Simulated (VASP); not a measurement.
## Ag: single point with PBEsol

System: Ag, a slab with vacuum.

```
CELL_PARAMETERS angstrom
2.86631 0.00000 0.00000
1.43315 2.48230 0.00000
0.00000 0.00000 39.40332
ATOMIC_POSITIONS crystal
Ag 0.66667 0.66667 0.20328
Ag 0.00000 0.00000 0.26231
Ag 0.33333 0.33333 0.32166
Ag 0.66667 0.66667 0.38110
Ag 0.00000 0.00000 0.44056
Ag 0.33333 0.33333 0.50000
Ag 0.66667 0.66667 0.55944
Ag 0.00000 0.00000 0.61890
Ag 0.33333 0.33333 0.67834
Ag 0.66667 0.66667 0.73769
Ag 0.00000 0.00000 0.79672
```

```json
{
 "Program": "VASP 6.6.1",
 "Task": "single point",
 "Functional": "PBEsol",
 "Potentials or basis": "VASP PAW PBE potentials, release 64 (Ag)",
 "Cutoff": "520 eV",
 "k mesh": "19 × 19 × 1",
 "Occupations": "methfessel-paxton, width 0.1 eV",
 "Spin": "no spin polarisation"
}
```

```json
{"Largest force": "0.007 eV/Å", "Band gap on the k mesh": "zero (an odd number of electrons rules out a gap without spin polarisation)"}
```

Forces in eV/Å, atoms in the order of the input:
```
Ag   0.000  0.000  0.007
Ag   0.000  0.000  0.001
Ag   0.000  0.000  0.002
Ag   0.000  0.000  0.001
Ag   0.000  0.000  0.002
Ag   0.000  0.000  0.000
Ag   0.000  0.000 -0.002
Ag   0.000  0.000 -0.001
Ag   0.000  0.000 -0.002
Ag   0.000  0.000 -0.001
Ag   0.000  0.000 -0.007
```

Levels at points of the mesh, in eV from the Fermi level:
```
           k point  band 58  band 59  band 60  band 61  band 62  band 63  band 64  band 65
(0.00, 0.00, 0.00)    -3.13    -3.13    -3.05    -3.05    -2.99    -2.99    -2.30    -1.33
```

Run time: 52 min on 1 thread of Oxide Virtual Turin-like Processor (shared host), peak memory 0.73 GiB.

Caveat: the PAW data sets were made with another functional, which shifts forces and pressure a little.
